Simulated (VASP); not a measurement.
Wanted: the native input for a VASP 6.6.1 run.

| Quantity | Value |
| --- | --- |
| Task | single point |
| Functional | r2SCAN |
| Potentials or basis | VASP PAW PBE potentials, release 64 (Al) |
| Cutoff | 520 eV |
| k mesh | 18 × 18 × 18 |
| Occupations | gaussian, width 0.1 eV |
| Spin | no spin polarisation |
| Dipole correction | no |
| Further INCAR settings | ALGO = Normal; EDIFF = 1e-06; NBANDS = 8 |

The system is Al.

```xyz
1
Lattice="0.0000 -1.9960 -1.9960 1.9960 0.0000 -1.9960 1.9960 -1.9960 0.0000" Properties=species:S:1:pos:R:3 pbc="T T T"
Al    0.0000    0.0000    0.0000
```

The input as run:

POSCAR

```
Al
1.0
    0.0000000000     -1.9960023123     -1.9960023123
    1.9960023123      0.0000000000     -1.9960023123
    1.9960023123     -1.9960023123      0.0000000000
Al
1
Direct
    0.0000000000      0.0000000000      0.0000000000
```

INCAR.step1

```
PREC = Accurate
ENCUT = 520
ISMEAR = 0
SIGMA = 0.1
LREAL = F
LASPH = T
NELM = 80
NBANDS = 8
GGA = PE
ALGO = Normal
EDIFF = 1E-4
LWAVE = T
LCHARG = F
```

INCAR.step2

```
PREC = Accurate
ENCUT = 520
EDIFF = 1E-6
ISMEAR = 0
SIGMA = 0.1
LREAL = F
LASPH = T
NELM = 80
ALGO = Normal
ISIF = 2
LWAVE = F
LCHARG = F
METAGGA = R2SCAN
LMIXTAU = T
NBANDS = 8
ISTART = 1
```

KPOINTS

```
regular mesh
0
Gamma
  18 18 18
```

Potentials or basis: VASP PAW PBE potentials, release 64 (Al).

Command:

```bash
$ cat potpaw_PBE.64/Al/POTCAR > POTCAR
$ cp INCAR.step1 INCAR
$ mpirun -np 1 vasp_std > vasp.out
$ cp INCAR.step2 INCAR
$ mpirun -np 1 vasp_std > vasp.out
```

Results of the run:

```
Pressure : -0.3 GPa
```

Caveat: the PAW data sets were made with another functional, which shifts forces and pressure a little.

It took 46 s on 1 thread of Intel Xeon 6975P-C, with other jobs on the host, peak memory 0.15 GiB.
